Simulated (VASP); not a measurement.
Write the native input for VASP 6.6.1 that does the following.

- Task: single point
- Functional: PBEsol
- Potentials or basis: VASP PAW PBE potentials, release 64 (Sn_d, O)
- Cutoff: 520 eV
- k mesh: 8 × 6 × 8
- Occupations: gaussian, width 0.05 eV
- Spin: no spin polarisation
- Dipole correction: no
- Further INCAR settings: ALGO = Normal; EDIFF = 1e-06; NBANDS = 28

The structure of SnO lies in POSCAR:

```
SnO
1.0
    3.3156061815      0.0000000000      0.0000000000
    0.0000000000      5.7049851891      0.0000000000
    0.0000000000      0.0000000000      3.8941648049
Sn O
2 2
Direct
    0.0000000000      0.2337892808      0.5261742991
    0.5000000000      0.7662107192      0.0261742991
    0.0142248565      0.8770892487      0.7238267009
    0.5000000000      0.1146435918      0.2238267009
```

This cell differs from its parent crystal: atom 3 (O) moved +0.067 Å along Cartesian [1 -1 0].

One way to write it, as run:

INCAR

```
PREC = Accurate
ENCUT = 520
EDIFF = 1E-6
ISMEAR = 0
SIGMA = 0.05
LREAL = F
LASPH = T
NELM = 80
ALGO = Normal
ISIF = 2
LWAVE = F
LCHARG = F
GGA = PS
NBANDS = 28
```

KPOINTS

```
Automatic mesh
0
Gamma
  8 6 8
```

Potentials or basis: VASP PAW PBE potentials, release 64 (Sn_d, O).

Run with:

```sh
$ cat potpaw_PBE.64/Sn_d/POTCAR potpaw_PBE.64/O/POTCAR > POTCAR
$ mpirun -np 1 vasp_std > vasp.out
```

Results of the run:

```yaml
Pressure: 0.2 GPa
Largest_force: 0.634 eV/Å
Band_gap_on_the_k_mesh: 1.27 eV (least direct gap 1.80 eV)
```

Caveat: the cell differs from its parent crystal (atom 3 (O) moved +0.067 Å along Cartesian [1 -1 0]); the PAW data sets were made with another functional, which shifts forces and pressure a little; spin-orbit coupling is left out, which moves the levels of the heavy elements.

Wall time 2.3 min on 1 thread of Intel(R) Xeon(R) 6975P-C (Granite Rapids) (shared host), peak memory 0.42 GiB.
